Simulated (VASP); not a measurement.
Runs of VASP 6.6.1 on SnSe. The structure is that of space group Fm-3m (No. 225), or close to it. The cells are those of the table. 

| task | cell | k mesh | cutoff (eV) | smearing | gap on the mesh (eV) | pressure (GPa) |
| --- | --- | --- | --- | --- | --- | --- |
| single point | a = 4.167 Å, angles 60.0°, 2 atoms | 8 × 8 × 8 | 520 | gaussian 0.02 eV | 0.77 | 0.1 |
| relaxation of cell and atoms | relaxed from a = 4.257 Å, angles 60.0°, 2 atoms | 8 × 8 × 8 | 600 | gaussian 0.02 eV | 0.77 | 0.0 |
| single point | a = 4.082 Å, angles 60.0°, 2 atoms | 8 × 8 × 8 | 520 | gaussian 0.02 eV | 0.67 | 4.4 |
| single point | a = 3.801 Å, angles 60.0°, 2 atoms | 8 × 8 × 8 | 520 | gaussian 0.01 eV | (a) | (b) |

Alike in all rows: level LDA; potentials or basis VASP PAW LDA potentials, release 64 (Sn_d, Se); no spin polarisation.

Problem. Fill in the values left out.

Solution. (a) 0.18; (b) 30.4.

Caveats: spin-orbit coupling is left out, which moves the levels of the heavy elements.

A k mesh can miss the band edges, and the runs leave out spin-orbit coupling on Se, Sn.
